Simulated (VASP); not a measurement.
# Au in VASP: a series of runs

Runs on Au. Level: PBE. Tasks: single point.

Program: VASP 6.6.1. These are calculated values, not measurements. Logs are shortened: lines on timing, memory, paths and dates and some standing lists are left out, and cuts for length are marked.

## (1) The cell of the first run

The cell holds a slab with vacuum, 5 atoms: a = 2.940 Å, b = 4.158 Å, c = 21.880 Å, α = 90.00°, β = 90.00°, γ = 90.00°.

## (2) Single point, PBE

INCAR reads:

```
PREC = Accurate
ENCUT = 520
EDIFF = 1E-6
ISMEAR = -1
SIGMA = 0.05
LREAL = F
LASPH = T
NELM = 80
ALGO = Normal
ISIF = 2
LWAVE = F
LCHARG = T
LDIPOL = T
IDIPOL = 3
DIPOL = 0.5 0.5 0.500
GGA = PE
LELF = T
LVHAR = T
LVACPOTAV = T
NBANDS = 36
```

KPOINTS reads:

```
regular mesh
0
Gamma
  12 9 1
```

POSCAR reads:

```
Au
1.0
    2.9400990585      0.0000000000      0.0000000000
    0.0000000000      4.1579279633      0.0000000000
    0.0000000000      0.0000000000     21.8802000000
Au
5
Direct
    0.0000000000      0.0000000000      0.3656274140
    0.5000000000      0.5000000000      0.4328137068
    0.0000000000      0.0000000000      0.5000000000
    0.5000000000      0.5000000000      0.5671862932
    0.0000000000      0.0000000000      0.6343725860
```

Potentials or basis: VASP PAW PBE potentials, release 64 (Au).

Command:

```bash
$ cat potpaw_PBE.64/Au/POTCAR > POTCAR
$ mpirun -np 1 vasp_std > vasp.out
```

OUTCAR:

```text
PREC = Accurate
   ENCUT = 520
   EDIFF = 1E-6
   ISMEAR = -1
   LREAL = F
   LASPH = T
   NELM = 80
   ISIF = 2
   GGA = PE

 ion  position               nearest neighbor table
   1  0.000  0.000  0.366-   2 2.94   2 2.94   2 2.94   2 2.94   3 2.94
   2  0.500  0.500  0.433-   1 2.94   1 2.94   1 2.94   1 2.94   3 2.94   3 2.94   3 2.94   3 2.94
                             4 2.94
   3  0.000  0.000  0.500-   1 2.94   5 2.94   4 2.94   2 2.94   2 2.94   4 2.94   2 2.94   4 2.94
                             2 2.94   4 2.94
   4  0.500  0.500  0.567-   5 2.94   5 2.94   5 2.94   5 2.94   3 2.94   3 2.94   3 2.94   3 2.94
                             2 2.94
   5  0.000  0.000  0.634-   4 2.94   4 2.94   4 2.94   4 2.94   3 2.94

  LATTYP: Found a simple orthorhombic cell.
 ALAT       =     2.9400990585
 B/A-ratio  =     1.4142135624
 C/A-ratio  =     7.4419941521

  Lattice vectors:

 A1 = (   2.9400990585,   0.0000000000,   0.0000000000)
 A2 = (   0.0000000000,   4.1579279633,   0.0000000000)
 A3 = (   0.0000000000,   0.0000000000,  21.8802000000)

Analysis of symmetry for initial positions (statically):
=====================================================================
 Subroutine PRICEL returns:
 Original cell was already a primitive cell.

 Routine SETGRP: Setting up the symmetry group for a
 simple orthorhombic supercell.

 Subroutine GETGRP returns: Found  8 space group operations
 (whereof  8 operations were pure point group operations)
 out of a pool of  8 trial point group operations.

The static configuration has the point symmetry D_2h.

Analysis of symmetry for dynamics (positions and initial velocities):
=====================================================================
 Subroutine PRICEL returns:
 Original cell was already a primitive cell.

 Routine SETGRP: Setting up the symmetry group for a
 simple orthorhombic supercell.

 Subroutine GETGRP returns: Found  8 space group operations
 (whereof  8 operations were pure point group operations)
 out of a pool of  8 trial point group operations.

The dynamic configuration has the point symmetry D_2h.

 Subroutine INISYM returns: Found  8 space group operations
 (whereof  8 operations are pure point group operations),
 and found     1 'primitive' translations

----------------------------------------------------------------------------------------

[... 101 lines left out ...]
   NSW    =      0    number of steps for IOM
   IBRION =     -1    ionic relax: 0-MD 1-quasi-New 2-CG
   NFREE  =      0    steps in history (QN), initial steepest desc. (CG)
   ISIF   =      2    stress and relaxation
   ISYM   =      2    0-nonsym 1-usesym 2-fastsym
   POTIM  = 0.5000    time-step for ionic-motion
   TEBEG  =    0.0;   TEEND  =   0.0 temperature during run
   PSTRESS=    0.0 pullay stress
   NELECT =      55.0000    total number of electrons
   NUPDOWN=      -1.0000    fix difference up-down
   EMIN   =  10.00;   EMAX   =-10.00  energy-range for DOS
   EFERMI =   0.00;   METHOD = LEGACY
   ISMEAR =    -1;   SIGMA  =   0.05  broadening in eV -4-tet -1-fermi 0-gaus
   EFERMI_NEDOS =   21; number of points for ismear=-14 and -15
   IALGO  =     38    algorithm
   IMIX   =      4    mixing-type and parameters
     AMIX     =   0.40;   BMIX     =  1.00
     AMIX_MAG =   1.60;   BMIX_MAG =  1.00
  volume/ion in A,a.u.               =      53.50       361.01
  Fermi-wavevector in a.u.,A,eV,Ry     =   0.966271  1.825988 12.703485  0.933680
  Thomas-Fermi vector in A             =   2.096058
   LORBIT       =      0    0 simple, 1 ext, 2 COOP (PROOUT), +10 PAW based schemes
   GGA     = PE    functional components
   LHFCALC =     F    Hartree Fock is set to
   AEXX    =    0.0000 exact exchange contribution
   IVDW    =     0    specifies the selected vdW correction
   LEPSILON=     F    determine dielectric tensor
   LRPA    =     F    only Hartree local field effects (RPA)
 non-spin polarized calculation
  energy-cutoff  :      520.00
  volume of cell :      267.48
 maximum number of plane-waves:      7273
 NGX is ok and might be reduce to    24
   NGX = 11   NGY = 15   NGZ = 81

 number of electron      54.9999993 magnetization

 dipolmoment           0.000000      0.000000     -0.000000 electrons x Angstroem

 Free energy of the ion-electron system (eV)
  ---------------------------------------------------
  ext. energy  EPLUGINS =         0.00000000
  ---------------------------------------------------
  free energy    TOTEN  =       -14.64946065 eV

  energy without entropy =      -14.63485033  energy(sigma->0) =      -14.64215549

 E-fermi :  -0.4536     XC(G=0):  -4.9993

 val. band max:       -0.5057846402   @ k =   0.5000   0.0000   0.0000
 cond. band min:      -0.4520525022   @ k =   0.5000   0.1111   0.0000
 fundamental gap:      0.0537321380
 Fermi energy:        -0.4536220646

 k-point     1 :       0.0000    0.0000    0.0000
  band No.  band energies     occupation
      1      -8.9677      2.00000
      2      -7.1961      2.00000
      3      -6.6082      2.00000
      4      -6.2378      2.00000
      5      -5.9033      2.00000
      6      -5.5769      2.00000
[... 925 lines left out ...]
     35       6.0891      0.00000
     36       6.1329      0.00000

 [... further k-points ...]

------------------------ aborting loop because EDIFF is reached ----------------------------------------

  FORCE on cell =-STRESS in cart. coord.  units (eV):
  Direction    XX          YY          ZZ          XY          YZ          ZX
  --------------------------------------------------------------------------------------
  -------------------------------------------------------------------------------------
  Total       -4.8270358     -2.9898115     -1.0408162     -0.0000000      0.0000000      0.0000000
  in kB      -28.9135152    -17.9087046     -6.2343966     -0.0000000      0.0000000      0.0000000
  external PRESSURE =     -17.6855388 kB  Pullay stress =       0.0000000 kB

 VOLUME and BASIS-vectors are now :
 -----------------------------------------------------------------------------
  energy-cutoff  :      520.00
  volume of cell :      267.48
      direct lattice vectors                 reciprocal lattice vectors
     2.940099058  0.000000000  0.000000000     0.340124594  0.000000000  0.000000000
     0.000000000  4.157927963  0.000000000     0.000000000  0.240504407  0.000000000
     0.000000000  0.000000000 21.880200000     0.000000000  0.000000000  0.045703421

 POSITION                                       TOTAL-FORCE (eV/Angst)
 -----------------------------------------------------------------------------------
      0.00000      0.00000      8.00000         0.000000      0.000000      0.398652
      1.47005      2.07896      9.47005        -0.000000     -0.000000     -0.464859
      0.00000      0.00000     10.94010        -0.000000      0.000000      0.000000
      1.47005      2.07896     12.41015        -0.000000      0.000000      0.464859
      0.00000      0.00000     13.88020        -0.000000      0.000000     -0.398652
 -----------------------------------------------------------------------------------
    total drift:                                0.000000     -0.000000      0.000000

  FREE ENERGIE OF THE ION-ELECTRON SYSTEM (eV)
  ---------------------------------------------------
  free  energy   TOTEN  =       -14.6494606480 eV

  energy  without entropy=      -14.6348503312  energy(sigma->0) =      -14.64215549

 vacuum level on the upper side and lower side of the slab         4.521         4.521
```

Run time: 3.3 min. Hardware: 1 thread of Intel Xeon 6975P-C (Granite Rapids), shared host; peak memory 0.46 GiB.

Results:

```
Free energy            : -14.6495 eV
Largest force          : 0.465 eV/Å
Band gap on the k mesh : zero (an odd number of electrons rules out a gap without spin polarisation)
```

Forces in eV/Å, atoms in the order of the input:
```
Au   0.000  0.000  0.399
Au   0.000  0.000 -0.465
Au   0.000  0.000  0.000
Au   0.000  0.000  0.465
Au   0.000  0.000 -0.399
```

Caveat: spin-orbit coupling is left out, which moves the levels of the heavy elements.

## (3) Single point, PBE

INCAR reads:

```
PREC = Accurate
ENCUT = 520
EDIFF = 1E-6
ISMEAR = -1
SIGMA = 0.05
LREAL = F
LASPH = T
NELM = 60
ALGO = Normal
ISIF = 2
LWAVE = F
LCHARG = F
LDIPOL = T
IDIPOL = 3
DIPOL = 0.5 0.5 0.500
GGA = PE
NBANDS = 36
```

KPOINTS reads:

```
Automatic mesh
0
Gamma
  12 9 1
```

POSCAR reads:

```
Au
1.0
    2.9400990585      0.0000000000      0.0000000000
    0.0000000000      4.1579279633      0.0000000000
    0.0000000000      0.0000000000     21.8802000000
Au
5
Direct
    0.0000000000      0.0000000000      0.3697836720
    0.5000000000      0.5000000000      0.4291948292
    0.0000000000      0.0000000000      0.5000000000
    0.5000000000      0.5000000000      0.5708051708
    0.0000000000      0.0000000000      0.6302163280
```

Potentials or basis: VASP PAW PBE potentials, release 64 (Au).

Command:

```bash
$ cat potpaw_PBE.64/Au/POTCAR > POTCAR
$ mpirun -np 1 vasp_std > vasp.out
```

Wall time 3.3 min (1 thread of Intel Xeon 6975P-C (Granite Rapids), shared host); peak memory 0.46 GiB.

The run converged. Its results:

```yaml
Free_energy: -14.7237 eV
Largest_force: 0.010 eV/Å
Band_gap_on_the_k_mesh: zero (an odd number of electrons rules out a gap without spin polarisation)
```

Forces in eV/Å, atoms in the order of the input:
```
Au   0.000  0.000  0.010
Au   0.000  0.000 -0.005
Au   0.000  0.000  0.000
Au   0.000  0.000  0.005
Au   0.000  0.000 -0.010
```

Levels at points of the mesh, in eV from the Fermi level:
```tsv
k point	band 26	band 27	band 28	band 29	band 30	band 31
(0.00, 0.00, 0.00)	-1.81	-1.58	-1.24	0.61	2.50	3.46
(0.50, 0.00, 0.00)	-0.07	0.00	0.50	0.78	1.86	3.47
```

Caveat: spin-orbit coupling is left out, which moves the levels of the heavy elements.

The gap in the log of VASP goes by the Fermi energy; the results here count the filled bands.